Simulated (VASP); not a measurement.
# AlPd4 (P-43m) in VASP: further runs

AlPd4 is run at these levels: PBE; tasks: single point, relaxation of cell and atoms.

Program: VASP 6.6.1. These are calculated values, not measurements. Logs are shortened: lines on timing, memory, paths and dates and some standing lists are left out, and cuts for length are marked.

### 1 The cell of the first run

The structure is cubic, space group P-43m (No. 215). The conventional cell has a = 4.484 Å, b = 4.484 Å, c = 4.484 Å, α = 90.00°, β = 90.00°, γ = 90.00°. Al (site symmetry -43m) has 4 Pd at 2.24 Å within 3.0 Å. Within 3.0 Å of Pd (site symmetry 3m) lie 1 Al at 2.24 Å and 3 Pd at 2.69 Å.

### 2 Single point, PBE

Input file INCAR:

```
ALGO     = Fast           # electronic algorithm
EDIFF    = 1E-6           # SCF threshold, eV
ENCUT    = 520            # plane-wave cutoff, eV
GGA      = PE             # functional
ISIF     = 2              # what is computed and relaxed
ISMEAR   = 0              # smearing method
LASPH    = T              # aspherical terms in the spheres
LCHARG   = F              # write CHGCAR
LREAL    = F              # projectors in reciprocal space
LWAVE    = F              # write WAVECAR
NBANDS   = 30             # bands
NELM     = 60             # most SCF steps
PREC     = Accurate       # precision mode
SIGMA    = 0.1            # smearing width, eV
```

Input file KPOINTS:

```
k-points
0
Gamma
  8 8 8
```

Input file POSCAR:

```
AlPd4
1.0
    4.4844630852      0.0000000000      0.0000000000
    0.0000000000      4.4844630852      0.0000000000
    0.0000000000      0.0000000000      4.4844630852
Al Pd
1 4
Direct
    0.0000000000      0.0000000000      0.0000000000
    0.7117992388      0.7117992388      0.7117992388
    0.2882007612      0.2882007612      0.7117992388
    0.2882007612      0.7117992388      0.2882007612
    0.7117992388      0.2882007612      0.2882007612
```

Potentials or basis: VASP PAW PBE potentials, release 64 (Al, Pd).

On the command line:

```bash
cat potpaw_PBE.64/Al/POTCAR potpaw_PBE.64/Pd/POTCAR > POTCAR
mpirun -np 1 vasp_std > vasp.out
```

OUTCAR:

```text
EDIFF = 1E-6
   ENCUT = 520
   GGA = PE
   ISIF = 2
   ISMEAR = 0
   LASPH = T
   LREAL = F
   NELM = 60
   PREC = Accurate

 ion  position               nearest neighbor table
   1  0.000  0.000  0.000-   2 2.24   3 2.24   4 2.24   5 2.24
   2  0.712  0.712  0.712-   1 2.24   3 2.69   4 2.69   5 2.69   4 3.21   5 3.21   3 3.21   4 3.21
                             3 3.21   5 3.21
   3  0.288  0.288  0.712-   1 2.24   2 2.69   4 2.69   5 2.69   4 3.21   5 3.21   2 3.21   4 3.21
                             2 3.21   5 3.21
   4  0.288  0.712  0.288-   1 2.24   2 2.69   3 2.69   5 2.69   3 3.21   5 3.21   2 3.21   3 3.21
                             2 3.21   5 3.21
   5  0.712  0.288  0.288-   1 2.24   2 2.69   3 2.69   4 2.69   3 3.21   4 3.21   2 3.21   3 3.21
                             2 3.21   4 3.21

  LATTYP: Found a simple cubic cell.
 ALAT       =     4.4844630852

  Lattice vectors:

 A1 = (   4.4844630852,   0.0000000000,   0.0000000000)
 A2 = (   0.0000000000,   4.4844630852,   0.0000000000)
 A3 = (   0.0000000000,   0.0000000000,   4.4844630852)

Analysis of symmetry for initial positions (statically):
=====================================================================
 Subroutine PRICEL returns:
 Original cell was already a primitive cell.

 Routine SETGRP: Setting up the symmetry group for a
 simple cubic supercell.

 Subroutine GETGRP returns: Found 24 space group operations
 (whereof 24 operations were pure point group operations)
 out of a pool of 48 trial point group operations.

The static configuration has the point symmetry T_d .

Analysis of symmetry for dynamics (positions and initial velocities):
=====================================================================
 Subroutine PRICEL returns:
 Original cell was already a primitive cell.

 Routine SETGRP: Setting up the symmetry group for a
 simple cubic supercell.

 Subroutine GETGRP returns: Found 24 space group operations
 (whereof 24 operations were pure point group operations)
 out of a pool of 48 trial point group operations.

The dynamic configuration has the point symmetry T_d .

 Subroutine INISYM returns: Found 24 space group operations
 (whereof 24 operations are pure point group operations),
 and found     1 'primitive' translations

----------------------------------------------------------------------------------------

                                     Primitive cell

  volume of cell :      90.1844

  direct lattice vectors                    reciprocal lattice vectors
     4.484463085  0.000000000  0.000000000     0.222992136  0.000000000  0.000000000
     0.000000000  4.484463085  0.000000000     0.000000000  0.222992136  0.000000000
     0.000000000  0.000000000  4.484463085     0.000000000  0.000000000  0.222992136

  length of vectors
     4.484463085  4.484463085  4.484463085     0.222992136  0.222992136  0.222992136

  position of ions in fractional coordinates (direct lattice)
     0.000000000  0.000000000  0.000000000
     0.711799239  0.711799239  0.711799239
     0.288200761  0.288200761  0.711799239
     0.288200761  0.711799239  0.288200761
     0.711799239  0.288200761  0.288200761

  ion indices of the primitive-cell ions
   primitive index   ion index
                 1           1
                 2           2
                 3           3
                 4           4
                 5           5

----------------------------------------------------------------------------------------

 KPOINTS: k-points

Automatic generation of k-mesh.
 Grid dimensions read from file:
 generate k-points for:    8    8    8

 Generating k-lattice:

  Cartesian coordinates                     Fractional coordinates (reciprocal lattice)
     0.027874017  0.000000000  0.000000000     0.125000000  0.000000000  0.000000000
     0.000000000  0.027874017  0.000000000     0.000000000  0.125000000  0.000000000
     0.000000000  0.000000000  0.027874017     0.000000000  0.000000000  0.125000000

  Length of vectors
     0.027874017  0.027874017  0.027874017

  Shift w.r.t. Gamma in fractional coordinates (k-lattice)
     0.000000000  0.000000000  0.000000000

 Subroutine IBZKPT returns following result:
 ===========================================

 Found     35 irreducible k-points:

 Following reciprocal coordinates:
            Coordinates               Weight
  0.000000  0.000000  0.000000      1.000000
  0.125000  0.000000  0.000000      6.000000
  0.250000  0.000000  0.000000      6.000000
  0.375000  0.000000  0.000000      6.000000
  0.500000  0.000000  0.000000      3.000000
  0.125000  0.125000  0.000000     12.000000
[... 16 lines left out ...]
  0.375000  0.375000  0.125000     24.000000
  0.500000  0.375000  0.125000     24.000000
 [... further k-points ...]
   k-points           NKPTS =     35   k-points in BZ     NKDIM =     35   number of bands    NBANDS=     30
   number of dos      NEDOS =    301   number of ions     NIONS =      5
   total plane-waves  NPLWV =  46656
   dimension x,y,z NGX =    36 NGY =   36 NGZ =   36
   dimension x,y,z NGXF=    72 NGYF=   72 NGZF=   72
   ions per type =               1   4
   NGX,Y,Z   is equivalent  to a cutoff of  13.35, 13.35, 13.35 a.u.
   NGXF,Y,Z  is equivalent  to a cutoff of  26.69, 26.69, 26.69 a.u.
 SYSTEM =  unknown system
   PREC   = accura    normal or accurate (medium, high low for compatibility)
   ISTART =      0    job   : 0-new  1-cont  2-samecut
   ICHARG =      2    charge: 1-file 2-atom 10-const
   ISPIN  =      1    spin polarized calculation?
   LNONCOLLINEAR =      F non collinear calculations
   LSORBIT =      F    spin-orbit coupling
   LASPH  =      T    aspherical Exc in radial PAW
   ENCUT  =  520.0 eV  38.22 Ry    6.18 a.u.   8.34  8.34  8.34*2*pi/ulx,y,z
   NELM   =     60;   NELMIN=  2; NELMDL= -5     # of ELM steps
   EDIFF  = 0.1E-05   stopping-criterion for ELM
   LREAL  =      F    real-space projection
   EDIFFG = 0.1E-04   stopping-criterion for IOM
   NSW    =      0    number of steps for IOM
   IBRION =     -1    ionic relax: 0-MD 1-quasi-New 2-CG
   NFREE  =      0    steps in history (QN), initial steepest desc. (CG)
   ISIF   =      2    stress and relaxation
   ISYM   =      2    0-nonsym 1-usesym 2-fastsym
   POTIM  = 0.5000    time-step for ionic-motion
   TEBEG  =    0.0;   TEEND  =   0.0 temperature during run
   PSTRESS=    0.0 pullay stress
   NELECT =      43.0000    total number of electrons
   NUPDOWN=      -1.0000    fix difference up-down
   EMIN   =  10.00;   EMAX   =-10.00  energy-range for DOS
   EFERMI =   0.00;   METHOD = LEGACY
   ISMEAR =     0;   SIGMA  =   0.10  broadening in eV -4-tet -1-fermi 0-gaus
   EFERMI_NEDOS =   21; number of points for ismear=-14 and -15
   IALGO  =     68    algorithm
   IMIX   =      4    mixing-type and parameters
     AMIX     =   0.40;   BMIX     =  1.00
     AMIX_MAG =   1.60;   BMIX_MAG =  1.00
  volume/ion in A,a.u.               =      18.04       121.72
  Fermi-wavevector in a.u.,A,eV,Ry     =   1.278951  2.416867 22.255258  1.635715
  Thomas-Fermi vector in A             =   2.411464
   LORBIT       =      0    0 simple, 1 ext, 2 COOP (PROOUT), +10 PAW based schemes
   GGA     = PE    functional components
   LHFCALC =     F    Hartree Fock is set to
   AEXX    =    0.0000 exact exchange contribution
   IVDW    =     0    specifies the selected vdW correction
   LEPSILON=     F    determine dielectric tensor
   LRPA    =     F    only Hartree local field effects (RPA)
 non-spin polarized calculation
 RMM-DIIS sequential band-by-band and
 Gauss-broadening in eV      SIGMA  =   0.10
  energy-cutoff  :      520.00
  volume of cell :       90.18
 maximum number of plane-waves:      2469
 NGX is ok and might be reduce to    36
   NGX = 17   NGY = 17   NGZ = 17

 number of electron      43.0000001 magnetization

 Free energy of the ion-electron system (eV)
  ---------------------------------------------------
  ext. energy  EPLUGINS =         0.00000000
  ---------------------------------------------------
  free energy    TOTEN  =       -23.81375452 eV

  energy without entropy =      -23.80278405  energy(sigma->0) =      -23.80826928

 E-fermi :   6.7848     XC(G=0): -11.3916

 val. band max:        6.7668993723   @ k =   0.3750   0.2500   0.1250
 cond. band min:       6.8727779292   @ k =   0.3750   0.2500   0.2500
 fundamental gap:      0.1058785569
 Fermi energy:         6.7848444161

 k-point     1 :       0.0000    0.0000    0.0000
  band No.  band energies     occupation
      1      -0.4534      2.00000
      2       2.4990      2.00000
      3       2.4990      2.00000
      4       2.4990      2.00000
      5       2.5333      2.00000
      6       3.2315      2.00000
[... 22 lines left out ...]
     29      15.3993      0.00000
     30      15.3993      0.00000

 k-point     2 :       0.1250    0.0000    0.0000
  band No.  band energies     occupation
      1      -0.3375      2.00000
      2       2.4810      2.00000
      3       2.5758      2.00000
      4       2.5758      2.00000
      5       2.5802      2.00000
      6       3.2732      2.00000
[... 22 lines left out ...]
     29      15.2498      0.00000
     30      15.2916      0.00000

 k-point     3 :       0.2500    0.0000    0.0000
  band No.  band energies     occupation
      1      -0.0038      2.00000
      2       2.3924      2.00000
      3       2.6719      2.00000
      4       2.7894      2.00000
      5       2.7894      2.00000
      6       3.3889      2.00000
[... 22 lines left out ...]
     29      14.7096      0.00000
     30      15.4855      0.00000

 k-point     4 :       0.3750    0.0000    0.0000
  band No.  band energies     occupation
      1       0.4875      2.00000
      2       2.0492      2.00000
      3       2.8342      2.00000
      4       3.0751      2.00000
      5       3.0751      2.00000
      6       3.5508      2.00000
[... 22 lines left out ...]
     29      14.2189      0.00000
     30      14.2189      0.00000

 k-point     5 :       0.5000    0.0000    0.0000
  band No.  band energies     occupation
      1       0.8480      2.00000
      2       1.7156      2.00000
      3       2.9459      2.00000
      4       3.2424      2.00000
      5       3.2424      2.00000
      6       3.7319      2.00000
[... 22 lines left out ...]
     29      14.0417      0.00000
     30      14.0417      0.00000
[... 526 lines left out ...]
     29      15.1972      0.00000
     30      15.7059      0.00000

 k-point    22 :       0.5000    0.2500    0.1250
  band No.  band energies     occupation
      1       0.9975      2.00000
      2       2.0449      2.00000
      3       3.0745      2.00000
      4       3.3572      2.00000
      5       3.4734      2.00000
      6       3.5782      2.00000
[... 22 lines left out ...]
     29      15.0180      0.00000
     30      15.8037      0.00000

 k-point    23 :       0.3750    0.3750    0.1250
  band No.  band energies     occupation
      1       0.9785      2.00000
      2       2.2471      2.00000
      3       3.1988      2.00000
      4       3.2298      2.00000
      5       3.3799      2.00000
      6       3.6594      2.00000
[... 22 lines left out ...]
     29      15.0777      0.00000
     30      16.4064      0.00000

 k-point    24 :       0.5000    0.3750    0.1250
  band No.  band energies     occupation
      1       1.0669      2.00000
      2       2.2321      2.00000
      3       3.2218      2.00000
      4       3.3526      2.00000
      5       3.4358      2.00000
      6       3.6960      2.00000
[... 22 lines left out ...]
     29      15.0002      0.00000
     30      16.3658      0.00000

 [... further k-points ...]

------------------------ aborting loop because EDIFF is reached ----------------------------------------

  FORCE on cell =-STRESS in cart. coord.  units (eV):
  Direction    XX          YY          ZZ          XY          YZ          ZX
  --------------------------------------------------------------------------------------
  -------------------------------------------------------------------------------------
  Total        0.0326374      0.0326374      0.0326374     -0.0000000     -0.0000000      0.0000000
  in kB        0.5798220      0.5798220      0.5798220     -0.0000000     -0.0000000      0.0000000
  external PRESSURE =       0.5798220 kB  Pullay stress =       0.0000000 kB

 VOLUME and BASIS-vectors are now :
 -----------------------------------------------------------------------------
  energy-cutoff  :      520.00
  volume of cell :       90.18
      direct lattice vectors                 reciprocal lattice vectors
     4.484463085  0.000000000  0.000000000     0.222992136  0.000000000  0.000000000
     0.000000000  4.484463085  0.000000000     0.000000000  0.222992136  0.000000000
     0.000000000  0.000000000  4.484463085     0.000000000  0.000000000  0.222992136

 POSITION                                       TOTAL-FORCE (eV/Angst)
 -----------------------------------------------------------------------------------
      0.00000      0.00000      0.00000        -0.000000     -0.000000      0.000000
      3.19204      3.19204      3.19204        -0.024057     -0.024057     -0.024057
      1.29243      1.29243      3.19204         0.024057      0.024057     -0.024057
      1.29243      3.19204      1.29243         0.024057     -0.024057      0.024057
      3.19204      1.29243      1.29243        -0.024057      0.024057      0.024057
 -----------------------------------------------------------------------------------
    total drift:                               -0.000000     -0.000000      0.000000

  FREE ENERGIE OF THE ION-ELECTRON SYSTEM (eV)
  ---------------------------------------------------
  free  energy   TOTEN  =       -23.8137545231 eV

  energy  without entropy=      -23.8027840456  energy(sigma->0) =      -23.80826928
```

It took 66 s on 1 thread of Intel Xeon Platinum 8488C (Sapphire Rapids), shared host; peak memory 0.24 GiB.

Results:

* Free energy: -23.8138 eV
* Pressure: 0.1 GPa
* Largest force: 0.042 eV/Å

Forces on the atoms (eV/Å):
```
Al   0.000  0.000  0.000
Pd  -0.024 -0.024 -0.024
Pd   0.024  0.024 -0.024
Pd   0.024 -0.024  0.024
Pd  -0.024  0.024  0.024
```

(Continued in part 2 of 2.)
